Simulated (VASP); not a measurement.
## HPbNO4: single point with PBE

HPbNO4:

```
CELL_PARAMETERS angstrom
4.28652 0.00000 0.00000
2.06137 3.91482 0.00000
2.08700 1.30408 6.40451
ATOMIC_POSITIONS crystal
H 0.89145 0.68202 0.62796
Pb 0.14426 0.92872 0.88352
N 0.25670 0.28861 0.30171
O 0.83108 0.65056 0.78405
O 0.38694 0.22380 0.11295
O 0.31104 0.03576 0.45856
O 0.07726 0.60633 0.32275
```

```json
{"Program": "VASP 6.6.1", "Task": "single point", "Functional": "PBE", "Potentials or basis": "VASP PAW PBE potentials, release 64 (H, Pb_d, N, O)", "Cutoff": "520 eV", "k mesh": "7 × 7 × 5", "Occupations": "fermi-dirac, width 0.05 eV", "Spin": "no spin polarisation"}
```

The pressure is -4.4 GPa and the largest force is 1.084 eV/Å. The band gap on the k mesh is 2.74 eV (least direct gap 2.76 eV).

Forces on the atoms (eV/Å):
```
H    0.002  0.060  0.697
Pb  -0.011 -0.117 -0.067
N   -0.006  0.019  0.094
O    0.013  0.009 -0.568
O   -0.028  0.414  0.835
O   -0.033  0.683 -0.818
O    0.063 -1.068 -0.172
```

Stress tensor (GPa, compression positive):
```
-2.01  0.20 -0.01
 0.20 -5.16  0.03
-0.01  0.03 -6.07
```

Levels at points of the mesh, in eV from the valence-band top:
| k point | band 20 | band 21 | band 22 | band 23 | band 24 | band 25 |
| --- | --- | --- | --- | --- | --- | --- |
| (0.00, 0.00, 0.00) | -1.37 | -1.16 | -0.60 | 3.42 | 4.22 | 5.29 |

It took 13 min on 1 thread of AMD EPYC 7R13 (shared host), peak memory 0.47 GiB.

Caveat: the cell stands under tension; spin-orbit coupling is left out, which moves the levels of the heavy elements; forces of over 1 eV/Å act on the atoms, so gaps and moduli don't describe the material at rest. A k mesh can miss the band edges.
